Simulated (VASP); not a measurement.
# Al (P6_3/mmc) in VASP: electric field gradients with r2SCAN

Aim: the electric field gradients of Al with r2SCAN.

Program: VASP 6.6.1. These are calculated values, not measurements. Logs are shortened: lines on timing, memory, paths and dates and some standing lists are left out, and cuts for length are marked.

## 1. The cell of the first run

It takes space group P6_3/mmc (No. 194, hexagonal). The conventional cell has a = 2.864 Å, b = 2.864 Å, c = 4.640 Å, α = 90.00°, β = 90.00°, γ = 120.00°. Al (site symmetry -6m2) has 12 Al at 2.85 to 2.86 Å within 3.8 Å.

## 2. Electric field gradients, r2SCAN

POSCAR reads:

```
Al
1.0
    2.8642811953      0.0000000000      0.0000000000
   -1.4321405977      2.4805402787      0.0000000000
    0.0000000000      0.0000000000      4.6401355364
Al
2
Direct
    0.3333333333      0.6666666667      0.2500000000
    0.6666666667      0.3333333333      0.7500000000
```

INCAR.step1 reads:

```
PREC     = Accurate       # precision mode
ENCUT    = 520            # plane-wave cutoff, eV
ISMEAR   = -1             # smearing method
SIGMA    = 0.05           # smearing width, eV
LREAL    = F              # projectors in reciprocal space
LASPH    = T              # aspherical terms in the spheres
NELM     = 60             # most SCF steps
NBANDS   = 10             # bands
GGA      = PE             # functional
ALGO     = Normal         # electronic algorithm
EDIFF    = 1E-4           # SCF threshold, eV
LWAVE    = T              # write WAVECAR
LCHARG   = F              # write CHGCAR
```

INCAR.step2 reads:

```
PREC     = Accurate       # precision mode
ENCUT    = 520            # plane-wave cutoff, eV
EDIFF    = 1E-8           # SCF threshold, eV
ISMEAR   = -1             # smearing method
SIGMA    = 0.05           # smearing width, eV
LREAL    = F              # projectors in reciprocal space
LASPH    = T              # aspherical terms in the spheres
NELM     = 60             # most SCF steps
ALGO     = Normal         # electronic algorithm
ISIF     = 2              # what is computed and relaxed
LWAVE    = F              # write WAVECAR
LCHARG   = F              # write CHGCAR
METAGGA  = R2SCAN         # meta-GGA
LMIXTAU  = T            
LEFG     = T            
NBANDS   = 10             # bands
ISTART   = 1
```

KPOINTS reads:

```
regular mesh
0
Gamma
  12 12 7
```

Potentials or basis: VASP PAW PBE potentials, release 64 (Al).

Command:

```sh
$ cat potpaw_PBE.64/Al/POTCAR > POTCAR
$ cp INCAR.step1 INCAR
$ mpirun -np 1 vasp_std > vasp.out
$ cp INCAR.step2 INCAR
$ mpirun -np 1 vasp_std > vasp.out
```

OUTCAR:

```text
PREC = Accurate
   ENCUT = 520
   EDIFF = 1E-8
   ISMEAR = -1
   LREAL = F
   LASPH = T
   NELM = 60
   ISIF = 2
   METAGGA = R2SCAN
   ISTART = 1

 ion  position               nearest neighbor table
   1  0.333  0.667  0.250-   2 2.85   2 2.85   2 2.85   2 2.85   2 2.85   2 2.85
   2  0.667  0.333  0.750-   1 2.85   1 2.85   1 2.85   1 2.85   1 2.85   1 2.85

  LATTYP: Found a hexagonal cell.
 ALAT       =     2.8642811953
 C/A-ratio  =     1.6200000000

  Lattice vectors:

 A1 = (   2.8642811953,   0.0000000000,   0.0000000000)
 A2 = (  -1.4321405977,   2.4805402787,   0.0000000000)
 A3 = (   0.0000000000,   0.0000000000,   4.6401355364)

Analysis of symmetry for initial positions (statically):
=====================================================================
 Subroutine PRICEL returns:
 Original cell was already a primitive cell.

 Routine SETGRP: Setting up the symmetry group for a
 hexagonal supercell.

 Subroutine GETGRP returns: Found 24 space group operations
 (whereof 12 operations were pure point group operations)
 out of a pool of 24 trial point group operations.

The static configuration has the point symmetry D_3d.
 The point group associated with its full space group is D_6h.

Analysis of symmetry for dynamics (positions and initial velocities):
=====================================================================
 Subroutine PRICEL returns:
 Original cell was already a primitive cell.

 Routine SETGRP: Setting up the symmetry group for a
 hexagonal supercell.

 Subroutine GETGRP returns: Found 24 space group operations
 (whereof 12 operations were pure point group operations)
 out of a pool of 24 trial point group operations.

The dynamic configuration has the point symmetry D_3d.
 The point group associated with its full space group is D_6h.

 Subroutine INISYM returns: Found 24 space group operations
 (whereof 12 operations are pure point group operations),
 and found     1 'primitive' translations

----------------------------------------------------------------------------------------

                                     Primitive cell

  volume of cell :      32.9680

[... 125 lines left out ...]

 number of electron       6.0000000 magnetization

 Free energy of the ion-electron system (eV)
  ---------------------------------------------------
  ext. energy  EPLUGINS =         0.00000000
  ---------------------------------------------------
  free energy    TOTEN  =       -13.39033086 eV

  energy without entropy =      -13.38207668  energy(sigma->0) =      -13.38620377

 E-fermi :   8.1056     XC(G=0): -10.9187

 val. band max:        8.0739542617   @ k =   0.2500   0.1667   0.0000
 cond. band min:       8.1112594455   @ k =   0.2500   0.2500   0.4286
 fundamental gap:      0.0373051838
 Fermi energy:         8.1056312768

 k-point     1 :       0.0000    0.0000    0.0000
  band No.  band energies     occupation
      1      -3.8273      2.00000
      2       3.0691      2.00000
      3       3.5913      2.00000
      4      19.2283      0.00000
      5      19.2283      0.00000
      6      19.5747      0.00000
      7      19.5747      0.00000
      8      20.9103      0.00000
      9      22.9022      0.00000
     10      23.7370      0.00000
[... 287 lines left out ...]
 k-point    24 :       0.3333   -0.0000    0.1429
  band No.  band energies     occupation
      1      -0.8656      2.00000
      2       4.1232      2.00000
      3       7.1400      2.00000
      4       8.4471      0.00216
      5      12.1851      0.00000
      6      14.6671      0.00000
      7      15.4049      0.00000
      8      17.1336      0.00000
      9      19.1412      0.00000
     10      21.2769      0.00000

 [... further k-points ...]
[... 5 lines left out ...]
  --------------------------------------------------------------------------------------
  -------------------------------------------------------------------------------------
  Total       -0.6989278     -0.6989278     -0.3221768      0.0000000     -0.0000000      0.0000000
  in kB      -33.9664603    -33.9664603    -15.6571322      0.0000000     -0.0000000      0.0000000
  external PRESSURE =     -27.8633510 kB  Pullay stress =       0.0000000 kB

 VOLUME and BASIS-vectors are now :
 -----------------------------------------------------------------------------
  energy-cutoff  :      520.00
  volume of cell :       32.97
      direct lattice vectors                 reciprocal lattice vectors
     2.864281195  0.000000000  0.000000000     0.349127733  0.201568991  0.000000000
    -1.432140598  2.480540279  0.000000000     0.000000000  0.403137981  0.000000000
     0.000000000  0.000000000  4.640135536     0.000000000  0.000000000  0.215510946

 POSITION                                       TOTAL-FORCE (eV/Angst)
 -----------------------------------------------------------------------------------
     -0.00000      1.65369      1.16003         0.000000     -0.000000      0.000000
      1.43214      0.82685      3.48010        -0.000000      0.000000      0.000000
 -----------------------------------------------------------------------------------
    total drift:                                0.000000     -0.000000     -0.000000

  FREE ENERGIE OF THE ION-ELECTRON SYSTEM (eV)
  ---------------------------------------------------
  free  energy   TOTEN  =       -13.3903308573 eV

  energy  without entropy=      -13.3820766774  energy(sigma->0) =      -13.38620377

 Electric field gradients (V/A^2)
---------------------------------------------------------------------
 ion       V_xx      V_yy      V_zz      V_xy      V_xz      V_yz
---------------------------------------------------------------------
   1       0.847     0.847    -1.695    -0.000     0.000    -0.000
   2       0.847     0.847    -1.695    -0.000    -0.000     0.000
---------------------------------------------------------------------

 Electric field gradients after diagonalization (V/A^2)
 (convention: |V_zz| > |V_xx| > |V_yy|)
----------------------------------------------------------------------
 ion       V_xx      V_yy      V_zz     asymmetry (V_yy - V_xx)/ V_zz
----------------------------------------------------------------------
   1       0.847     0.847    -1.695       0.000
   2       0.847     0.847    -1.695       0.000
----------------------------------------------------------------------

           NMR quadrupolar parameters

 Cq : quadrupolar parameter    Cq=e*Q*V_zz/h
 eta: asymmetry parameters     (V_yy - V_xx)/ V_zz
 Q  : nuclear electric quadrupole moment in mb (millibarn)
----------------------------------------------------------------------
 ion       Cq(MHz)       eta       Q (mb)
----------------------------------------------------------------------
   1      -0.004       0.000       1.000
   2      -0.004       0.000       1.000
----------------------------------------------------------------------
```

OSZICAR.step1:

```text
N       E                     dE             d eps       ncg     rms          rms(c)
DAV:   1    -0.365137124359E+00   -0.36514E+00   -0.23787E+03  1520   0.475E+02
DAV:   2    -0.733413040232E+01   -0.69690E+01   -0.66980E+01  2050   0.539E+01
DAV:   3    -0.747485857609E+01   -0.14073E+00   -0.13867E+00  1994   0.619E+00
DAV:   4    -0.747548517995E+01   -0.62660E-03   -0.62655E-03  1824   0.464E-01
DAV:   5    -0.747549023061E+01   -0.50507E-05   -0.50505E-05  1890   0.428E-02    0.181E+00
DAV:   6    -0.744691509396E+01    0.28575E-01   -0.33500E-03  1714   0.315E-01    0.105E+00
DAV:   7    -0.742666524015E+01    0.20250E-01   -0.95894E-03  1624   0.496E-01    0.174E-01
DAV:   8    -0.742658123667E+01    0.84003E-04   -0.81624E-05  1892   0.543E-02
   1 F= -.74265812E+01 E0= -.74225000E+01  d E =-.816255E-02
```

Run time: 44 s. Hardware: 1 thread of Intel Xeon 6975P-C (Granite Rapids), shared host; peak memory 0.15 GiB.

What came out:

```yaml
Free_energy: -13.3903 eV
Pressure: -2.8 GPa
Band_gap_on_the_k_mesh: zero (band 3 reaches 11.38 eV, above the bottom of band 4 at 4.94 eV)
```

Stress tensor (GPa, compression positive):
```
-3.40  0.00  0.00
 0.00 -3.40  0.00
 0.00  0.00 -1.57
```

Electric field gradients, principal values (V/Å²):
```csv
atom,least,middle,greatest (by size)
1 Al,0.847,0.847,-1.695
2 Al,0.847,0.847,-1.695
```

Caveat: without QUAD_EFG the Cq values of the log hold for a quadrupole moment of 1 mb, not for the nuclei; the PAW data sets were made with another functional, which shifts forces and pressure a little.
